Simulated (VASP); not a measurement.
# Bi (Im-3m) in VASP: further runs, part 3 of 3

VASP 6.6.1.

**6. Single point, BHLYP**

This run uses another cell than the first one, of 31.74 Å³/atom, 1.085 times its volume.

Contents of POSCAR:

```
Bi
1.0
   -1.9945529707      1.9945529707      1.9945529707
    1.9945529707     -1.9945529707      1.9945529707
    1.9945529707      1.9945529707     -1.9945529707
Bi
1
Direct
    0.0000000000      0.0000000000      0.0000000000
```

Contents of INCAR.step1:

```
SYSTEM = Bi
  PREC = Accurate
  ENCUT = 520
  EDIFF = 1E-5
  ISMEAR = -1
  SIGMA = 0.05
  LREAL = .False.
  LASPH = .True.
  NELM = 100
  ALGO = Normal
  ISIF = 2
  LWAVE = .True.
  NBANDS = 14
  GGA = PE
```

Contents of INCAR.step2:

```
SYSTEM = Bi
  PREC = Accurate
  ENCUT = 520
  EDIFF = 1E-6
  ISMEAR = -1
  SIGMA = 0.05
  LREAL = .False.
  LASPH = .True.
  NELM = 100
  ALGO = Normal
  ISIF = 2
  LWAVE = .False.
  LCHARG = .True.
  GGA = B5
  LHFCALC = .True.
  AEXX = 0.5
  ALDAX = 0.5
  AGGAX = 0.5
  AGGAC = 1.0
  ALDAC = 0.0
  PRECFOCK = Normal
  LELF = .True.
  LVHAR = .True.
  NBANDS = 14
  ISTART = 1
```

Contents of KPOINTS:

```
Automatic mesh
0
Gamma
  5 5 5
  0 0 0
```

Potentials or basis: VASP PAW PBE potentials, release 64 (Bi_d).

Launch:

```console
cat potpaw_PBE.64/Bi_d/POTCAR > POTCAR
cp INCAR.step1 INCAR
mpirun -np 1 vasp_std > vasp.out
cp INCAR.step2 INCAR
mpirun -np 1 vasp_std > vasp.out
```

OUTCAR:

```text
SYSTEM = Bi
   PREC = Accurate
   ENCUT = 520
   EDIFF = 1E-6
   ISMEAR = -1
   LREAL = .False.
   LASPH = .True.
   NELM = 100
   ISIF = 2
   GGA = B5
   LHFCALC = .True.
   AEXX = 0.5
   PRECFOCK = Normal
   ISTART = 1

 ion  position               nearest neighbor table
   1  0.000  0.000  0.000-

  LATTYP: Found a body centered cubic cell.
 ALAT       =     3.9891059414

  Lattice vectors:

 A1 = (  -1.9945529707,   1.9945529707,   1.9945529707)
 A2 = (   1.9945529707,  -1.9945529707,   1.9945529707)
 A3 = (   1.9945529707,   1.9945529707,  -1.9945529707)

Analysis of symmetry for initial positions (statically):
=====================================================================
 Subroutine PRICEL returns:
 Original cell was already a primitive cell.

 Routine SETGRP: Setting up the symmetry group for a
 body centered cubic supercell.

 Subroutine GETGRP returns: Found 48 space group operations
[... 9 lines left out ...]

 Routine SETGRP: Setting up the symmetry group for a
 body centered cubic supercell.

 Subroutine GETGRP returns: Found 48 space group operations
[... 11 lines left out ...]
                                     Primitive cell

  volume of cell :      31.7393

  direct lattice vectors                    reciprocal lattice vectors
    -1.994552971  1.994552971  1.994552971     0.000000000  0.250682738  0.250682738
     1.994552971 -1.994552971  1.994552971     0.250682738  0.000000000  0.250682738
     1.994552971  1.994552971 -1.994552971     0.250682738  0.250682738  0.000000000

  length of vectors
     3.454667084  3.454667084  3.454667084     0.354518928  0.354518928  0.354518928

  position of ions in fractional coordinates (direct lattice)
     0.000000000  0.000000000  0.000000000

  ion indices of the primitive-cell ions
   primitive index   ion index
                 1           1

----------------------------------------------------------------------------------------

 KPOINTS: Automatic mesh

Automatic generation of k-mesh.
 Grid dimensions read from file:
 generate k-points for:    5    5    5

 Generating k-lattice:

  Cartesian coordinates                     Fractional coordinates (reciprocal lattice)
     0.000000000  0.050136548  0.050136548     0.200000000  0.000000000  0.000000000
     0.050136548  0.000000000  0.050136548     0.000000000  0.200000000  0.000000000
     0.050136548  0.050136548  0.000000000     0.000000000  0.000000000  0.200000000

  Length of vectors
     0.070903786  0.070903786  0.070903786

  Shift w.r.t. Gamma in fractional coordinates (k-lattice)
     0.000000000  0.000000000  0.000000000

 Subroutine IBZKPT returns following result:
 ===========================================

 Found     10 irreducible k-points:

 Following reciprocal coordinates:
            Coordinates               Weight
  0.000000  0.000000  0.000000      1.000000
  0.200000  0.000000  0.000000     12.000000
  0.400000  0.000000  0.000000     12.000000
  0.200000  0.200000  0.000000     24.000000
  0.400000  0.200000  0.000000     24.000000
  0.200000  0.200000  0.200000      8.000000
 -0.200000  0.200000  0.200000      6.000000
 -0.400000  0.400000  0.200000     24.000000
 -0.400000 -0.400000  0.200000      8.000000
 -0.400000  0.400000  0.400000      6.000000
   k-points           NKPTS =     10   k-points in BZ     NKDIM =    125   number of bands    NBANDS=     14
   number of dos      NEDOS =    301   number of ions     NIONS =      1
   total plane-waves  NPLWV =  21952
   dimension x,y,z NGX =    28 NGY =   28 NGZ =   28
   dimension x,y,z NGXF=    56 NGYF=   56 NGZF=   56
   ions per type =               1
   NGX,Y,Z   is equivalent  to a cutoff of  13.47, 13.47, 13.47 a.u.
   NGXF,Y,Z  is equivalent  to a cutoff of  26.95, 26.95, 26.95 a.u.
 SYSTEM =  Bi
   PREC   = accura    normal or accurate (medium, high low for compatibility)
   ISTART =      1    job   : 0-new  1-cont  2-samecut
   ICHARG =      0    charge: 1-file 2-atom 10-const
   ISPIN  =      1    spin polarized calculation?
   LNONCOLLINEAR =      F non collinear calculations
   LSORBIT =      F    spin-orbit coupling
   LASPH  =      T    aspherical Exc in radial PAW
   ENCUT  =  520.0 eV  38.22 Ry    6.18 a.u.   6.42  6.42  6.42*2*pi/ulx,y,z
   NELM   =    100;   NELMIN=  2; NELMDL=  0     # of ELM steps
   EDIFF  = 0.1E-05   stopping-criterion for ELM
   LREAL  =      F    real-space projection
   EDIFFG = 0.1E-04   stopping-criterion for IOM
   NSW    =      0    number of steps for IOM
   IBRION =     -1    ionic relax: 0-MD 1-quasi-New 2-CG
   NFREE  =      0    steps in history (QN), initial steepest desc. (CG)
   ISIF   =      2    stress and relaxation
   ISYM   =      3    0-nonsym 1-usesym 2-fastsym
   POTIM  = 0.5000    time-step for ionic-motion
   TEBEG  =    0.0;   TEEND  =   0.0 temperature during run
   PSTRESS=    0.0 pullay stress
   NELECT =      15.0000    total number of electrons
   NUPDOWN=      -1.0000    fix difference up-down
   EMIN   =  10.00;   EMAX   =-10.00  energy-range for DOS
   EFERMI =   0.00;   METHOD = LEGACY
   ISMEAR =    -1;   SIGMA  =   0.05  broadening in eV -4-tet -1-fermi 0-gaus
   EFERMI_NEDOS =   21; number of points for ismear=-14 and -15
   IALGO  =     38    algorithm
   IMIX   =      1    mixing-type and parameters
     AMIX     =   0.40;   BMIX     =  1.00
     AMIX_MAG =   1.60;   BMIX_MAG =  1.00
  volume/ion in A,a.u.               =      31.74       214.19
  Fermi-wavevector in a.u.,A,eV,Ry     =   1.275184  2.409749 22.124371  1.626095
  Thomas-Fermi vector in A             =   2.407911
   LORBIT       =      0    0 simple, 1 ext, 2 COOP (PROOUT), +10 PAW based schemes
   GGA     = B5    functional components
   LHFCALC =     T    Hartree Fock is set to
   PRECFOCK=normal    Normal, Fast or Accurate (Low or Medium for compatibility)
   ENCUT4O =  -1.0   cutoff for four orbital integrals eV
   NKREDX  =     1    reduce k-point grid by
   NKREDY  =     1    reduce k-point grid by
   NKREDZ  =     1    reduce k-point grid by
   AEXX    =    0.5000 exact exchange contribution
   HFSCREEN=    0.0000 screening length (either q_TF or 0.3 A-1)
   HFSCREENC=   0.0000 screening length for correlation (either q_TF or 0.3 A-1)
   ENCUTFOCK=  -1.0 apply spherical cutoff to Coloumb kernel
   IVDW    =     0    specifies the selected vdW correction
   LEPSILON=     F    determine dielectric tensor
   LRPA    =     F    only Hartree local field effects (RPA)
 non-spin polarized calculation
  energy-cutoff  :      520.00
  volume of cell :       31.74
 maximum number of plane-waves:       887
 NGX is ok and might be reduce to    28
  NGX = 20; NGY = 20; NGZ = 20

 number of electron      14.9999999 magnetization

 Free energy of the ion-electron system (eV)
  ---------------------------------------------------
  ext. energy  EPLUGINS =         0.00000000
  ---------------------------------------------------
  free energy    TOTEN  =        -5.23433369 eV

  energy without entropy =       -5.22181417  energy(sigma->0) =       -5.22807393

 E-fermi :   8.0411     XC(G=0):  -5.3045

 val. band max:        8.0109689993   @ k =  -0.4000   0.4000   0.2000
 cond. band min:       9.0920874953   @ k =   0.2000   0.2000   0.0000
 fundamental gap:      1.0811184960
 Fermi energy:         8.0410709103

 k-point     1 :       0.0000    0.0000    0.0000
  band No.  band energies     occupation
      1     -20.1470      2.00000
      2     -20.1470      2.00000
      3     -20.1470      2.00000
      4     -20.0015      2.00000
      5     -20.0015      2.00000
      6      -9.1717      2.00000
      7      14.8461      0.00000
      8      14.8461      0.00000
      9      14.8461      0.00000
     10      19.4239      0.00000
     11      21.0606      0.00000
     12      21.0606      0.00000
     13      21.0606      0.00000
     14      21.8844      0.00000

 k-point     2 :       0.2000    0.0000    0.0000
  band No.  band energies     occupation
      1     -20.1624      2.00000
      2     -20.1262      2.00000
      3     -20.0712      2.00000
      4     -20.0167      2.00000
      5     -20.0053      2.00000
      6      -8.3027      2.00000
      7       9.4180      0.00000
      8      12.9211      0.00000
      9      14.1707      0.00000
     10      17.7402      0.00000
[... 124 lines left out ...]
 k-point    10 :      -0.4000    0.4000    0.4000
  band No.  band energies     occupation
      1     -20.1411      2.00000
      2     -20.1279      2.00000
      3     -19.9685      2.00000
      4     -19.9685      2.00000
      5     -19.9629      2.00000
      6      -3.5011      2.00000
      7       4.6729      2.00000
      8       5.4750      2.00000
      9       5.4750      2.00000
     10      13.4895      0.00000
     11      15.4025      0.00000
     12      25.3879      0.00000
     13      26.3972      0.00000
     14      26.3972      0.00000

------------------------ aborting loop because EDIFF is reached ----------------------------------------

  FORCE on cell =-STRESS in cart. coord.  units (eV):
  Direction    XX          YY          ZZ          XY          YZ          ZX
  --------------------------------------------------------------------------------------
  -------------------------------------------------------------------------------------
  Total        0.0111802      0.0111802      0.0111802     -0.0000000      0.0000000     -0.0000000
  in kB        0.5643682      0.5643682      0.5643682     -0.0000000      0.0000000     -0.0000000
  external PRESSURE =       0.5643682 kB  Pullay stress =       0.0000000 kB

 VOLUME and BASIS-vectors are now :
 -----------------------------------------------------------------------------
  energy-cutoff  :      520.00
  volume of cell :       31.74
      direct lattice vectors                 reciprocal lattice vectors
    -1.994552971  1.994552971  1.994552971     0.000000000  0.250682738  0.250682738
     1.994552971 -1.994552971  1.994552971     0.250682738  0.000000000  0.250682738
     1.994552971  1.994552971 -1.994552971     0.250682738  0.250682738  0.000000000

 POSITION                                       TOTAL-FORCE (eV/Angst)
 -----------------------------------------------------------------------------------
      0.00000      0.00000      0.00000         0.000000      0.000000     -0.000000
 -----------------------------------------------------------------------------------
    total drift:                               -0.000000      0.000000     -0.000000

  FREE ENERGIE OF THE ION-ELECTRON SYSTEM (eV)
  ---------------------------------------------------
  free  energy   TOTEN  =        -5.2343336935 eV

  energy  without entropy=       -5.2218141745  energy(sigma->0) =       -5.22807393
```

It took 5.6 min on 1 thread of Intel Xeon Platinum 8488C (Sapphire Rapids), shared host; peak memory 0.16 GiB.

Results:

| Quantity | Value |
| --- | --- |
| Free energy | -5.2343 eV |
| Pressure | 0.1 GPa |

Levels at points of the mesh, in eV from the Fermi level:
```tsv
k point	band 3	band 4	band 5	band 6	band 7	band 8	band 9	band 10	band 11	band 12
(0.00, 0.00, 0.00)	-28.19	-28.04	-28.04	-17.21	6.81	6.81	6.81	11.38	13.02	13.02
```

Caveat: the k points lie up to 0.45 Å⁻¹ apart; the PAW data sets were made with another functional, which shifts forces and pressure a little; spin-orbit coupling is left out, which moves the levels of the heavy elements.

**7. Overview**

```tsv
cell	gap on the mesh (eV)	pressure (GPa)
a = 3.362 Å, angles 109.5°, 1 atom	none	3.8
a = 3.386 Å, angles 109.5°, 1 atom	none	2.3
a = 3.409 Å, angles 109.5°, 1 atom	none	0.9
a = 3.432 Å, angles 109.5°, 1 atom	none	1.3
a = 3.455 Å, angles 109.5°, 1 atom	none	0.1
```

Alike in all rows: task single point; level BHLYP; potentials or basis VASP PAW PBE potentials, release 64 (Bi_d); no spin polarisation; k mesh 5 × 5 × 5; cutoff (eV) 520; smearing fermi-dirac 0.05 eV.

Caveats: all runs use coarse meshes; the PAW data sets were made with another functional, which shifts forces and pressure a little; spin-orbit coupling is left out, which moves the levels of the heavy elements.

Absolute energies hang on the potentials; compare differences alone.
